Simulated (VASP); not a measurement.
Here is a VASP 6.6.1 calculation.

INCAR

```
SYSTEM = TiO2
  ALGO = Normal
  EDIFF = 1E-6
  ENCUT = 520
  GGA = PE
  ISIF = 2
  ISMEAR = 0
  LASPH = .TRUE.
  LCHARG = .FALSE.
  LREAL = .FALSE.
  LWAVE = .FALSE.
  NBANDS = 33
  NELM = 60
  PREC = Accurate
  SIGMA = 0.05
```

The input KPOINTS:

```
k-points
0
G
  6 6 10
  0 0 0
```

The input POSCAR:

```
TiO2
1.0
    4.7517000000      0.0000000000      0.0000000000
    0.0000000000      4.7517000000      0.0000000000
    0.0000000000      0.0000000000      3.0429000000
Ti O
2 4
Direct
    0.0000000000      0.0000000000      0.0000000000
    0.5000000000      0.5000000000      0.5000000000
    0.3050970583      0.3050970583      0.0000000000
    0.1949029417      0.8050970583      0.5000000000
    0.6949029417      0.6949029417      0.0000000000
    0.8050970583      0.1949029417      0.5000000000
```

Potentials or basis: VASP PAW PBE potentials, release 64 (Ti_sv, O).

Run with:

```bash
$ cat potpaw_PBE.64/Ti_sv/POTCAR potpaw_PBE.64/O/POTCAR > POTCAR
$ mpirun -np 1 vasp_std > vasp.out
```

Q: Estimate the band gap on the k mesh.

A: 1.65 eV, direct.

Q: Estimate the pressure.

A: -13.7 GPa.

Q: What does it give for the largest force?

A: 0.311 eV/Å.

Stress tensor (GPa, compression positive):
```
-12.19   0.00   0.00
  0.00 -12.19   0.00
  0.00   0.00 -16.58
```

A k mesh can miss the band edges. PBE gaps usually lie below the measured ones, often by a third to a half.
